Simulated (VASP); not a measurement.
# Na (Im-3m) in VASP: elastic constants with LDA

Aim: the elastic constants of Na with LDA.

All numbers are computed with VASP 6.6.1; they aren't measurements. Logs are shortened: lines on timing, memory, paths and dates and some standing lists are left out, and cuts for length are marked.

## 1. The cell of the first run

It takes space group Im-3m (No. 229, cubic). The conventional cell has a = 4.059 Å, b = 4.059 Å, c = 4.059 Å, α = 90.00°, β = 90.00°, γ = 90.00°. Na (site symmetry m-3m) has 14 Na at 3.52 to 4.06 Å within 4.6 Å.

## 2. Elastic constants, LDA

INCAR

```
ALGO = Normal ; EDIFF = 1E-8
ENCUT = 600 ; IBRION = 6
ISIF = 3 ; ISMEAR = -1
LASPH = T ; LCHARG = F
LREAL = F ; LWAVE = F
NBANDS = 10 ; NELM = 60
NFREE = 2 ; NSW = 1
POTIM = 0.015 ; PREC = Accurate
SIGMA = 0.15
```

KPOINTS

```
k-points
0
Gamma
  14 14 14
```

POSCAR

```
Na
1.0
   -2.0293980835      2.0293980835      2.0293980835
    2.0293980835     -2.0293980835      2.0293980835
    2.0293980835      2.0293980835     -2.0293980835
Na
1
Direct
    0.0000000000      0.0000000000      0.0000000000
```

Potentials or basis: VASP PAW LDA potentials, release 64 (Na_pv).

Launch:

```console
$ cat potpaw_LDA.64/Na_pv/POTCAR > POTCAR
$ mpirun -np 1 vasp_std > vasp.out
```

OUTCAR:

```text
EDIFF = 1E-8
   ENCUT = 600
   IBRION = 6
   ISIF = 3
   ISMEAR = -1
   LASPH = T
   LREAL = F
   NELM = 60
   NFREE = 2
   NSW = 1
   POTIM = 0.015
   PREC = Accurate

 ion  position               nearest neighbor table
   1  0.000  0.000  0.000-

  LATTYP: Found a body centered cubic cell.
 ALAT       =     4.0587961670

  Lattice vectors:

 A1 = (  -2.0293980835,   2.0293980835,   2.0293980835)
 A2 = (   2.0293980835,  -2.0293980835,   2.0293980835)
 A3 = (   2.0293980835,   2.0293980835,  -2.0293980835)

Analysis of symmetry for initial positions (statically):
=====================================================================
 Subroutine PRICEL returns:
 Original cell was already a primitive cell.

 Routine SETGRP: Setting up the symmetry group for a
 body centered cubic supercell.

 Subroutine GETGRP returns: Found 48 space group operations
 (whereof 48 operations were pure point group operations)
 out of a pool of 48 trial point group operations.

The static configuration has the point symmetry O_h .

Analysis of symmetry for dynamics (positions and initial velocities):
=====================================================================
 Subroutine PRICEL returns:
 Original cell was already a primitive cell.

 Routine SETGRP: Setting up the symmetry group for a
 body centered cubic supercell.

 Subroutine GETGRP returns: Found 48 space group operations
 (whereof 48 operations were pure point group operations)
 out of a pool of 48 trial point group operations.

The dynamic configuration has the point symmetry O_h .

 Subroutine INISYM returns: Found 48 space group operations
 (whereof 48 operations are pure point group operations),
 and found     1 'primitive' translations

----------------------------------------------------------------------------------------

[... 336 lines left out ...]
      3     -24.4033      2.00000
      4      -3.0439      2.00000
      5      12.7756      0.00000
      6      12.7756      0.00000
      7      12.7756      0.00000
      8      13.9473      0.00000
      9      13.9473      0.00000
     10      14.6535      0.00000
[... 287 lines left out ...]
 k-point    24 :       0.3571    0.2857    0.0000
  band No.  band energies     occupation
      1     -24.4431      2.00000
      2     -24.4351      2.00000
      3     -24.4097      2.00000
      4       2.2754      0.00001
      5       2.7165      0.00000
      6       4.0873      0.00000
      7       8.9821      0.00000
      8      13.4423      0.00000
      9      14.3852      0.00000
     10      15.5781      0.00000

 [... further k-points ...]

------------------------ aborting loop because EDIFF is reached ----------------------------------------

  FORCE on cell =-STRESS in cart. coord.  units (eV):
  Direction    XX          YY          ZZ          XY          YZ          ZX
  --------------------------------------------------------------------------------------
  -------------------------------------------------------------------------------------
  Total       -0.0028716     -0.0028716     -0.0028716     -0.0000000     -0.0000000      0.0000000
  in kB       -0.1376163     -0.1376163     -0.1376163     -0.0000000     -0.0000000      0.0000000
  external PRESSURE =      -0.1376163 kB  Pullay stress =       0.0000000 kB
[... 16 lines left out ...]
  FREE ENERGIE OF THE ION-ELECTRON SYSTEM (eV)
  ---------------------------------------------------
  free  energy   TOTEN  =        -1.4710132937 eV

  energy  without entropy=       -1.4382700553  energy(sigma->0) =       -1.45464167

 INTERNAL STRAIN TENSORS FROM STRAINED CELLS
 ============================================

 INTERNAL STRAIN TENSOR FOR ION    1 for displacements in x,y,z  (eV/Angst):
          X           Y           Z          XY          YZ          ZX
  --------------------------------------------------------------------------------
  x     0.00000     0.00000     0.00000     0.00000    -0.00000     0.00000
  y    -0.00000    -0.00000    -0.00000     0.00000     0.00000    -0.00000
  z     0.00000    -0.00000    -0.00000     0.00000    -0.00000     0.00000

 INTERNAL STRAIN TENSORS FROM DISPLACED ATOMS
 ============================================

 INTERNAL STRAIN TENSOR FOR ION    1 for displacements in x,y,z  (eV/Angst):
          X           Y           Z          XY          YZ          ZX
  --------------------------------------------------------------------------------
  x     0.00000     0.00000     0.00000     0.00000     0.00000     0.00000
  y     0.00000     0.00000     0.00000     0.00000     0.00000     0.00000
  z     0.00000     0.00000     0.00000     0.00000     0.00000     0.00000

 Eigenvectors and eigenvalues of the dynamical matrix
 ----------------------------------------------------

   1 f/i=    0.000000 THz     0.000000 2PiTHz    0.000000 cm-1     0.000000 meV
             X         Y         Z           dx          dy          dz
      0.000000  0.000000  0.000000    -0.214407   -0.976744    0.000000

   2 f/i=    0.000000 THz     0.000000 2PiTHz    0.000000 cm-1     0.000000 meV
             X         Y         Z           dx          dy          dz
      0.000000  0.000000  0.000000     0.976744   -0.214407    0.000000

   3 f/i=    0.000000 THz     0.000000 2PiTHz    0.000000 cm-1     0.000000 meV
             X         Y         Z           dx          dy          dz
      0.000000  0.000000  0.000000     0.000000    0.000000    1.000000

--------------------------------------------------------------------------------------------------------

 ELASTIC MODULI CONTR FROM IONIC RELAXATION (kBar)
 Direction    XX          YY          ZZ          XY          YZ          ZX
 --------------------------------------------------------------------------------
 XX           0.0000      0.0000      0.0000      0.0000      0.0000      0.0000
 YY           0.0000      0.0000      0.0000      0.0000      0.0000      0.0000
 ZZ           0.0000      0.0000      0.0000      0.0000      0.0000      0.0000
 XY           0.0000      0.0000      0.0000      0.0000      0.0000      0.0000
 YZ           0.0000      0.0000      0.0000      0.0000      0.0000      0.0000
 ZX           0.0000      0.0000      0.0000      0.0000      0.0000      0.0000
 --------------------------------------------------------------------------------

 TOTAL ELASTIC MODULI (kBar)
 Direction    XX          YY          ZZ          XY          YZ          ZX
 --------------------------------------------------------------------------------
 XX         100.6321     81.6748     81.6748     -0.0000      0.0000      0.0000
 YY          81.6748    100.6321     81.6748     -0.0000      0.0000      0.0000
 ZZ          81.6748     81.6748    100.6321      0.0000     -0.0000     -0.0000
 XY          -0.0000     -0.0000      0.0000     71.0466      0.0000      0.0000
 YZ           0.0000      0.0000     -0.0000      0.0000     71.0466      0.0000
 ZX           0.0000      0.0000     -0.0000      0.0000      0.0000     71.0466
 --------------------------------------------------------------------------------
```

stdout:

```text
POSCAR found type information on POSCAR Na
 POSCAR found :  1 types and       1 ions
 scaLAPACK will be used
 LDA part: xc-table for (Slater(with rela. corr.)+CA(PZ))
 , standard interpolation
 POSCAR, INCAR and KPOINTS ok, starting setup
 FFT: planning ... GRIDC
 FFT: planning ... GRID_SOFT
 FFT: planning ... GRID
 WAVECAR not read
 entering main loop
 Found     1 degrees of freedom:
 Adding 6 more for cell shape distortion
 Finite differences POTIM= 0.01500 DOF=   7
 bond charge predicted
 Finite differences progress:
 bond charge predicted
 Finite differences progress:
 bond charge predicted
 Finite differences progress:
 bond charge predicted
 Finite differences progress:
 bond charge predicted
 Finite differences progress:
 bond charge predicted
 Finite differences progress:
 bond charge predicted
 Finite differences progress:
 bond charge predicted
 Finite differences progress:
 bond charge predicted
 Finite differences progress:
 bond charge predicted
 Finite differences progress:
 bond charge predicted
 Finite differences progress:
 bond charge predicted
 Finite differences progress:
 bond charge predicted
 Finite differences progress:
 bond charge predicted
 Finite differences progress:
```

Run time: 6.6 min. Hardware: 1 thread of Intel Xeon 6975P-C (Granite Rapids), shared host; peak memory 0.51 GiB.

Results:

- Elastic constants C11, C12, C44: 10, 8, 7 GPa
- Voigt bulk modulus: 9 GPa

Elastic tensor in Voigt notation (GPa, in the Cartesian axes of the cell as first typed):
```
10  8  8  0  0  0
 8 10  8  0  0  0
 8  8 10  0  0  0
 0  0  0  7  0  0
 0  0  0  0  7  0
 0  0  0  0  0  7
```

Clamped-ion elastic tensor (GPa):
```
10  8  8  0  0  0
 8 10  8  0  0  0
 8  8 10  0  0  0
 0  0  0  7  0  0
 0  0  0  0  7  0
 0  0  0  0  0  7
```
